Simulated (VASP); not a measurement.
Input of a VASP 6.6.1 run:

Contents of INCAR:

```
  PREC = Accurate
  ENCUT = 520
  EDIFF = 1E-7
  ISMEAR = 0
  SIGMA = 0.01
  LREAL = Auto
  LASPH = True
  NELM = 80
  ALGO = Normal
  ISIF = 2
  LWAVE = False
  LCHARG = False
  GGA = PE
  NBANDS = 84
```

KPOINTS

```
Automatic mesh
0
Gamma
  2 4 1
```

File POSCAR:

```
Si4HO8
1.0
   10.6400000000      0.0000000000      0.0000000000
   -2.6600000000      4.6072550000      0.0000000000
    0.0000000000      0.0000000000     18.0000000000
Si O H
8 16 2
Direct
    0.1675016529      0.6646769248      0.6503606640
    0.1673684545      0.6657607231      0.4062852305
    0.3313588473      0.3284118406      0.5893295832
    0.3329466428      0.3314171934      0.4084366167
    0.6672193474      0.6674139107      0.5889109359
    0.6675568399      0.6676222249      0.4090180881
    0.8369191816      0.3371291985      0.5896742307
    0.8359990193      0.3360741666      0.4088540729
    0.1592618354      0.6585604742      0.7409683794
    0.3270410980      0.3257270646      0.4989636666
    0.2543043308     -0.0029565953      0.6192723914
    0.2521802847      0.0008690638      0.3764120067
    0.0004059346      0.5028166195      0.6221099481
    0.0002832868      0.4996734397      0.3753935492
    0.2485636133      0.4930562008      0.6202445273
    0.2511547572      0.4983239304      0.3763454141
    0.6676099232      0.6676914394      0.4990154066
    0.8434388750      0.3435959040      0.4993072551
    0.7514919257      0.0014172419      0.6188192449
    0.7504298229      0.0015278233      0.3794130312
    0.4997680427      0.5017403261      0.6182742358
    0.5006318065      0.5000171977      0.3796199237
    0.7498791272      0.4987354149      0.6187985028
    0.7511685452      0.5009437914      0.3793930223
    0.2494817956      0.7411962371      0.7683019165
    0.1661250095      0.6643542441      0.4882421564
```

Potentials or basis: VASP PAW PBE potentials, release 64 (Si, O, H).

The run is started by

```console
$ cat potpaw_PBE.64/Si/POTCAR potpaw_PBE.64/O/POTCAR potpaw_PBE.64/H/POTCAR > POTCAR
$ mpirun -np 1 vasp_std > vasp.out
```

Question: Predict the largest force.

Answer: 0.106 eV/Å.

Question: Predict the band gap on the k mesh.

Answer: 5.59 eV.

Forces on the atoms (eV/Å):
```
Si  -0.019 -0.013 -0.030
Si   0.001 -0.001  0.010
Si  -0.012 -0.007  0.019
Si   0.003  0.000 -0.050
Si   0.002  0.000  0.049
Si   0.000  0.000 -0.051
Si   0.019  0.012  0.035
Si   0.002  0.001 -0.050
O   -0.034 -0.020 -0.017
O    0.002  0.004 -0.001
O   -0.001 -0.002 -0.002
O   -0.006 -0.009  0.004
O    0.002  0.002 -0.007
O    0.003  0.001  0.005
O   -0.003  0.005 -0.003
O   -0.010  0.006  0.004
O    0.002  0.001  0.002
O   -0.005 -0.002 -0.003
O   -0.003 -0.004 -0.011
O    0.001 -0.003  0.020
O    0.001 -0.003 -0.012
O   -0.002 -0.001  0.020
O   -0.001  0.000 -0.010
O   -0.002  0.001  0.018
H    0.059  0.031  0.082
H    0.002  0.001 -0.019
```
